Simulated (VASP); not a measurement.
# WC (Fm-3m) in VASP: further runs, part 2 of 2

VASP 6.6.1.

**5. Single point, PBE**

This run uses another cell than the first one, of 10.54 Å³/atom, 0.962 times its volume.

The input, INCAR:

```
SYSTEM = WC
  ALGO = Normal
  EDIFF = 1E-6
  ENCUT = 520
  GGA = PE
  ISIF = 2
  ISMEAR = 0
  LASPH = .TRUE.
  LCHARG = .FALSE.
  LREAL = .FALSE.
  LWAVE = .FALSE.
  NBANDS = 16
  NELM = 80
  PREC = Accurate
  SIGMA = 0.02
```

The input, KPOINTS:

```
k-points
0
G
  10 10 10
  0 0 0
```

The input, POSCAR:

```
WC
1.0
    0.0000000000      2.1926840000      2.1926840000
    2.1926840000      0.0000000000      2.1926840000
    2.1926840000      2.1926840000      0.0000000000
W C
1 1
Direct
    0.0000000000      0.0000000000      0.0000000000
    0.5000000000      0.5000000000      0.5000000000
```

Potentials or basis: VASP PAW PBE potentials, release 64 (W_sv, C).

Run with:

```console
$ cat potpaw_PBE.64/W_sv/POTCAR potpaw_PBE.64/C/POTCAR > POTCAR
$ mpirun -np 1 vasp_std > vasp.out
```

OUTCAR:

```text
SYSTEM = WC
   EDIFF = 1E-6
   ENCUT = 520
   GGA = PE
   ISIF = 2
   ISMEAR = 0
   LASPH = .TRUE.
   LREAL = .FALSE.
   NELM = 80
   PREC = Accurate

 ion  position               nearest neighbor table
   1  0.000  0.000  0.000-   2 2.19   2 2.19   2 2.19   2 2.19   2 2.19   2 2.19
   2  0.500  0.500  0.500-   1 2.19   1 2.19   1 2.19   1 2.19   1 2.19   1 2.19

  LATTYP: Found a face centered cubic cell.
 ALAT       =     4.3853680000

  Lattice vectors:

 A1 = (   0.0000000000,   2.1926840000,   2.1926840000)
 A2 = (   2.1926840000,   0.0000000000,   2.1926840000)
[... 625 lines left out ...]
      4     -27.1878      2.00000
      5      -0.9611      2.00000
      6       5.3426      2.00000
[... 8 lines left out ...]
     15      24.1320      0.00000
     16      27.7972      0.00000

 [... further k-points ...]
[... 5 lines left out ...]
  --------------------------------------------------------------------------------------
  -------------------------------------------------------------------------------------
  Total       -0.0847858     -0.0847858     -0.0847858      0.0000000      0.0000000      0.0000000
  in kB       -6.4428159     -6.4428159     -6.4428159      0.0000000      0.0000000      0.0000000
  external PRESSURE =      -6.4428159 kB  Pullay stress =       0.0000000 kB

 VOLUME and BASIS-vectors are now :
 -----------------------------------------------------------------------------
  energy-cutoff  :      520.00
  volume of cell :       21.08
      direct lattice vectors                 reciprocal lattice vectors
     0.000000000  2.192684000  2.192684000    -0.228031034  0.228031034  0.228031034
     2.192684000  0.000000000  2.192684000     0.228031034 -0.228031034  0.228031034
     2.192684000  2.192684000  0.000000000     0.228031034  0.228031034 -0.228031034

 POSITION                                       TOTAL-FORCE (eV/Angst)
 -----------------------------------------------------------------------------------
      0.00000      0.00000      0.00000         0.000000     -0.000000      0.000000
      2.19268      2.19268      2.19268        -0.000000      0.000000      0.000000
 -----------------------------------------------------------------------------------
    total drift:                                0.000000     -0.000000     -0.000000

  FREE ENERGIE OF THE ION-ELECTRON SYSTEM (eV)
  ---------------------------------------------------
  free  energy   TOTEN  =       -21.5681442197 eV

  energy  without entropy=      -21.5676141577  energy(sigma->0) =      -21.56787919
```

OSZICAR:

```text
N       E                     dE             d eps       ncg     rms          rms(c)
DAV:   1     0.112764093466E+03    0.11276E+03   -0.92600E+03  1504   0.124E+03
DAV:   2    -0.215943334407E+02   -0.13436E+03   -0.12954E+03  1816   0.341E+02
DAV:   3    -0.250404957202E+02   -0.34462E+01   -0.34232E+01  1672   0.510E+01
DAV:   4    -0.250586237696E+02   -0.18128E-01   -0.18127E-01  1912   0.418E+00
DAV:   5    -0.250587524562E+02   -0.12869E-03   -0.12869E-03  1672   0.339E-01    0.307E+01
DAV:   6    -0.216769747982E+02    0.33818E+01   -0.86485E+00  1824   0.277E+01    0.770E+00
DAV:   7    -0.215970563421E+02    0.79918E-01   -0.49986E-01  1528   0.565E+00    0.635E+00
DAV:   8    -0.215699103169E+02    0.27146E-01   -0.76107E-02  1680   0.243E+00    0.141E+00
DAV:   9    -0.215682131709E+02    0.16971E-02   -0.34812E-03  1608   0.588E-01    0.124E-01
DAV:  10    -0.215681856317E+02    0.27539E-04   -0.52153E-04  1808   0.207E-01    0.499E-02
DAV:  11    -0.215681565376E+02    0.29094E-04   -0.16285E-04  1728   0.907E-02    0.394E-02
DAV:  12    -0.215681445911E+02    0.11947E-04   -0.26279E-05  1768   0.385E-02    0.762E-03
DAV:  13    -0.215681442197E+02    0.37142E-06   -0.13638E-06  1296   0.899E-03
   1 F= -.21568144E+02 E0= -.21567879E+02  d E =-.530062E-03
```

It took 5.6 s on 1 thread of Intel Xeon 6975P-C, shared host; peak memory 0.15 GiB.

Results:

```yaml
Free_energy: -21.5681 eV
Pressure: -0.6 GPa
Band_gap_on_the_k_mesh: zero (band 9 reaches 13.45 eV, above the bottom of band 10 at 10.27 eV)
```

Levels at points of the mesh, in eV from the Fermi level:
```tsv
k point	band 7	band 8	band 9	band 10	band 11	band 12
(0.00, 0.00, 0.00)	-2.83	-2.83	-1.16	-1.16	-1.16	-1.05
(0.50, 0.00, 0.00)	-6.67	-6.67	0.96	0.96	2.24	4.83
(0.50, 0.50, 0.00)	-5.68	-2.59	-2.59	0.77	2.18	2.18
```

Caveat: spin-orbit coupling is left out, which moves the levels of the heavy elements.

**6. Single point, RPBE**

This run uses another cell than the first one, of 10.54 Å³/atom, 0.962 times its volume.

The input, INCAR:

```
PREC     = Accurate       # precision mode
ENCUT    = 520            # plane-wave cutoff, eV
EDIFF    = 1E-6           # SCF threshold, eV
ISMEAR   = 0              # smearing method
SIGMA    = 0.05           # smearing width, eV
LREAL    = F              # projectors in reciprocal space
LASPH    = T              # aspherical terms in the spheres
NELM     = 60             # most SCF steps
ALGO     = Normal         # electronic algorithm
ISIF     = 2              # what is computed and relaxed
LWAVE    = F              # write WAVECAR
LCHARG   = F              # write CHGCAR
GGA      = RP             # functional
NBANDS   = 16             # bands
```

The input, KPOINTS:

```
Automatic mesh
0
Gamma
  10 10 10
```

POSCAR is that of step 5.

Potentials or basis: VASP PAW PBE potentials, release 64 (W_sv, C).

Run with:

```console
$ cat potpaw_PBE.64/W_sv/POTCAR potpaw_PBE.64/C/POTCAR > POTCAR
$ mpirun -np 1 vasp_std > vasp.out
```

OUTCAR:

```text
PREC = Accurate
   ENCUT = 520
   EDIFF = 1E-6
   ISMEAR = 0
   LREAL = F
   LASPH = T
   NELM = 60
   ISIF = 2
   GGA = RP

 ion  position               nearest neighbor table
   1  0.000  0.000  0.000-   2 2.19   2 2.19   2 2.19   2 2.19   2 2.19   2 2.19
   2  0.500  0.500  0.500-   1 2.19   1 2.19   1 2.19   1 2.19   1 2.19   1 2.19

  LATTYP: Found a face centered cubic cell.
 ALAT       =     4.3853680000

  Lattice vectors:

 A1 = (   0.0000000000,   2.1926840000,   2.1926840000)
 A2 = (   2.1926840000,   0.0000000000,   2.1926840000)
 A3 = (   2.1926840000,   2.1926840000,   0.0000000000)

Analysis of symmetry for initial positions (statically):
=====================================================================
 Subroutine PRICEL returns:
 Original cell was already a primitive cell.

 Routine SETGRP: Setting up the symmetry group for a
 face centered cubic supercell.

 Subroutine GETGRP returns: Found 48 space group operations
 (whereof 48 operations were pure point group operations)
 out of a pool of 48 trial point group operations.

The static configuration has the point symmetry O_h .

Analysis of symmetry for dynamics (positions and initial velocities):
=====================================================================
 Subroutine PRICEL returns:
 Original cell was already a primitive cell.

 Routine SETGRP: Setting up the symmetry group for a
 face centered cubic supercell.

 Subroutine GETGRP returns: Found 48 space group operations
 (whereof 48 operations were pure point group operations)
 out of a pool of 48 trial point group operations.

The dynamic configuration has the point symmetry O_h .

 Subroutine INISYM returns: Found 48 space group operations
 (whereof 48 operations are pure point group operations),
 and found     1 'primitive' translations

----------------------------------------------------------------------------------------

                                     Primitive cell

  volume of cell :      21.0842

  direct lattice vectors                    reciprocal lattice vectors
     0.000000000  2.192684000  2.192684000    -0.228031034  0.228031034  0.228031034
     2.192684000  0.000000000  2.192684000     0.228031034 -0.228031034  0.228031034
     2.192684000  2.192684000  0.000000000     0.228031034  0.228031034 -0.228031034

  length of vectors
     3.100923451  3.100923451  3.100923451     0.394961337  0.394961337  0.394961337

  position of ions in fractional coordinates (direct lattice)
     0.000000000  0.000000000  0.000000000
     0.500000000  0.500000000  0.500000000

  ion indices of the primitive-cell ions
   primitive index   ion index
                 1           1
                 2           2

----------------------------------------------------------------------------------------

 KPOINTS: Automatic mesh

Automatic generation of k-mesh.
 Grid dimensions read from file:
 generate k-points for:   10   10   10

 Generating k-lattice:

  Cartesian coordinates                     Fractional coordinates (reciprocal lattice)
    -0.022803103  0.022803103  0.022803103     0.100000000  0.000000000  0.000000000
     0.022803103 -0.022803103  0.022803103     0.000000000  0.100000000  0.000000000
     0.022803103  0.022803103 -0.022803103     0.000000000  0.000000000  0.100000000

  Length of vectors
     0.039496134  0.039496134  0.039496134

  Shift w.r.t. Gamma in fractional coordinates (k-lattice)
     0.000000000  0.000000000  0.000000000

 Subroutine IBZKPT returns following result:
 ===========================================

 Found     47 irreducible k-points:

 Following reciprocal coordinates:
            Coordinates               Weight
  0.000000  0.000000  0.000000      1.000000
  0.100000  0.000000  0.000000      8.000000
  0.200000  0.000000  0.000000      8.000000
  0.300000  0.000000  0.000000      8.000000
  0.400000  0.000000  0.000000      8.000000
  0.500000  0.000000  0.000000      4.000000
[... 16 lines left out ...]
  0.300000  0.300000  0.000000      6.000000
  0.400000  0.300000  0.000000     24.000000
 [... further k-points ...]
   k-points           NKPTS =     47   k-points in BZ     NKDIM =     47   number of bands    NBANDS=     16
   number of dos      NEDOS =    301   number of ions     NIONS =      2
   total plane-waves  NPLWV =  13824
   dimension x,y,z NGX =    24 NGY =   24 NGZ =   24
   dimension x,y,z NGXF=    48 NGYF=   48 NGZF=   48
   ions per type =               1   1
   NGX,Y,Z   is equivalent  to a cutoff of  12.87, 12.87, 12.87 a.u.
   NGXF,Y,Z  is equivalent  to a cutoff of  25.73, 25.73, 25.73 a.u.
 SYSTEM =  unknown system
   PREC   = accura    normal or accurate (medium, high low for compatibility)
   ISTART =      0    job   : 0-new  1-cont  2-samecut
   ICHARG =      2    charge: 1-file 2-atom 10-const
   ISPIN  =      1    spin polarized calculation?
   LNONCOLLINEAR =      F non collinear calculations
   LSORBIT =      F    spin-orbit coupling
   LASPH  =      T    aspherical Exc in radial PAW
   ENCUT  =  520.0 eV  38.22 Ry    6.18 a.u.   5.77  5.77  5.77*2*pi/ulx,y,z
   NELM   =     60;   NELMIN=  2; NELMDL= -5     # of ELM steps
   EDIFF  = 0.1E-05   stopping-criterion for ELM
   LREAL  =      F    real-space projection
   EDIFFG = 0.1E-04   stopping-criterion for IOM
   NSW    =      0    number of steps for IOM
   IBRION =     -1    ionic relax: 0-MD 1-quasi-New 2-CG
   NFREE  =      0    steps in history (QN), initial steepest desc. (CG)
   ISIF   =      2    stress and relaxation
   ISYM   =      2    0-nonsym 1-usesym 2-fastsym
   POTIM  = 0.5000    time-step for ionic-motion
   TEBEG  =    0.0;   TEEND  =   0.0 temperature during run
   PSTRESS=    0.0 pullay stress
   NELECT =      18.0000    total number of electrons
   NUPDOWN=      -1.0000    fix difference up-down
   EMIN   =  10.00;   EMAX   =-10.00  energy-range for DOS
   EFERMI =   0.00;   METHOD = LEGACY
   ISMEAR =     0;   SIGMA  =   0.05  broadening in eV -4-tet -1-fermi 0-gaus
   EFERMI_NEDOS =   21; number of points for ismear=-14 and -15
   IALGO  =     38    algorithm
   IMIX   =      4    mixing-type and parameters
     AMIX     =   0.40;   BMIX     =  1.00
     AMIX_MAG =   1.60;   BMIX_MAG =  1.00
  volume/ion in A,a.u.               =      10.54        71.14
  Fermi-wavevector in a.u.,A,eV,Ry     =   1.553029  2.934800 32.815887  2.411900
  Thomas-Fermi vector in A             =   2.657319
   LORBIT       =      0    0 simple, 1 ext, 2 COOP (PROOUT), +10 PAW based schemes
   GGA     = RP    functional components
   LHFCALC =     F    Hartree Fock is set to
   AEXX    =    0.0000 exact exchange contribution
   IVDW    =     0    specifies the selected vdW correction
   LEPSILON=     F    determine dielectric tensor
   LRPA    =     F    only Hartree local field effects (RPA)
 non-spin polarized calculation
 Gauss-broadening in eV      SIGMA  =   0.05
  energy-cutoff  :      520.00
  volume of cell :       21.08
 maximum number of plane-waves:       588
   NGX = 11   NGY = 11   NGZ = 11

 number of electron      18.0000001 magnetization

 Free energy of the ion-electron system (eV)
  ---------------------------------------------------
  ext. energy  EPLUGINS =         0.00000000
  ---------------------------------------------------
  free energy    TOTEN  =       -20.52643336 eV

  energy without entropy =      -20.52503254  energy(sigma->0) =      -20.52573295

 E-fermi :  12.5796     XC(G=0): -13.6661

 val. band max:       12.4566471599   @ k =   0.3000   0.2000   0.1000
 cond. band min:      12.5916061151   @ k =  -0.1000   0.1000   0.0000
 fundamental gap:      0.1349589552
 Fermi energy:        12.5795661690

 k-point     1 :       0.0000    0.0000    0.0000
  band No.  band energies     occupation
      1     -62.9695      2.00000
      2     -26.9599      2.00000
      3     -26.9599      2.00000
      4     -26.9599      2.00000
      5      -3.3569      2.00000
      6       9.7599      2.00000
[... 8 lines left out ...]
     15      22.1582      0.00000
     16      35.6098      0.00000

 k-point     2 :       0.1000    0.0000    0.0000
  band No.  band energies     occupation
      1     -62.9661      2.00000
      2     -27.0181      2.00000
      3     -26.9662      2.00000
      4     -26.9662      2.00000
      5      -3.0790      2.00000
      6       8.8389      2.00000
[... 8 lines left out ...]
     15      22.8023      0.00000
     16      33.0702      0.00000
[... 387 lines left out ...]
      5      -1.2432      2.00000
      6       5.3022      2.00000
[... 8 lines left out ...]
     15      25.0513      0.00000
     16      27.9372      0.00000

 k-point    24 :       0.4000    0.3000    0.0000
  band No.  band energies     occupation
      1     -62.9302      2.00000
      2     -27.3880      2.00000
      3     -27.1359      2.00000
      4     -27.1182      2.00000
      5      -0.9264      2.00000
      6       5.4257      2.00000
[... 8 lines left out ...]
     15      24.2527      0.00000
     16      27.8771      0.00000

 [... further k-points ...]
[... 5 lines left out ...]
  --------------------------------------------------------------------------------------
  -------------------------------------------------------------------------------------
  Total        0.4664085      0.4664085      0.4664085      0.0000000     -0.0000000     -0.0000000
  in kB       35.4420567     35.4420567     35.4420567      0.0000000     -0.0000000     -0.0000000
  external PRESSURE =      35.4420567 kB  Pullay stress =       0.0000000 kB

 VOLUME and BASIS-vectors are now :
 -----------------------------------------------------------------------------
  energy-cutoff  :      520.00
  volume of cell :       21.08
      direct lattice vectors                 reciprocal lattice vectors
     0.000000000  2.192684000  2.192684000    -0.228031034  0.228031034  0.228031034
     2.192684000  0.000000000  2.192684000     0.228031034 -0.228031034  0.228031034
     2.192684000  2.192684000  0.000000000     0.228031034  0.228031034 -0.228031034

 POSITION                                       TOTAL-FORCE (eV/Angst)
 -----------------------------------------------------------------------------------
      0.00000      0.00000      0.00000        -0.000000     -0.000000     -0.000000
      2.19268      2.19268      2.19268         0.000000      0.000000      0.000000
 -----------------------------------------------------------------------------------
    total drift:                                0.000000     -0.000000     -0.000000

  FREE ENERGIE OF THE ION-ELECTRON SYSTEM (eV)
  ---------------------------------------------------
  free  energy   TOTEN  =       -20.5264333627 eV

  energy  without entropy=      -20.5250325421  energy(sigma->0) =      -20.52573295
```

Run time: 5.4 s. Hardware: 1 thread of Intel Xeon 6975P-C, shared host; peak memory 0.15 GiB.

What came out:

- Free energy: -20.5264 eV
- Pressure: 3.5 GPa
- Band gap on the k mesh: zero (band 9 reaches 13.55 eV, above the bottom of band 10 at 10.37 eV)

Levels at points of the mesh, in eV from the Fermi level:
```tsv
k point	band 5	band 6	band 7	band 8	band 9	band 10	band 11	band 12	band 13	band 14
(0.00, 0.00, 0.00)	-15.94	-2.82	-2.82	-2.82	-1.15	-1.15	-1.15	-1.04	-1.04	6.38
(0.50, 0.00, 0.00)	-11.37	-9.88	-6.66	-6.66	0.97	0.97	2.26	4.81	8.72	8.72
(0.50, 0.50, 0.00)	-13.73	-5.84	-5.70	-2.59	-2.59	0.78	2.20	2.20	5.37	7.18
```

Caveat: the PAW data sets were made with another functional, which shifts forces and pressure a little; spin-orbit coupling is left out, which moves the levels of the heavy elements.

**7. The runs side by side**

```csv
level,cell,smearing,gap on the mesh (eV),pressure (GPa)
r2SCAN,"a = 3.142 Å, angles 60.0°, 2 atoms",fermi-dirac 0.05 eV,none,-16.9
r2SCAN,"a = 3.162 Å, angles 60.0°, 2 atoms",fermi-dirac 0.05 eV,none,-22.5
PBE,"a = 3.101 Å, angles 60.0°, 2 atoms",gaussian 0.1 eV,none,-0.6
PBE,"a = 3.101 Å, angles 60.0°, 2 atoms",gaussian 0.02 eV,none,-0.6
RPBE,"a = 3.101 Å, angles 60.0°, 2 atoms",gaussian 0.05 eV,none,3.5
```

Alike in all rows: task single point; potentials or basis VASP PAW PBE potentials, release 64 (W_sv, C); no spin polarisation; k mesh 10 × 10 × 10; cutoff (eV) 520.

Caveats: spin-orbit coupling is left out, which moves the levels of the heavy elements; the PAW data sets were made with another functional, which shifts forces and pressure a little (some runs).

Total energies depend on the potentials used, so only differences within one code and one set of settings carry meaning.
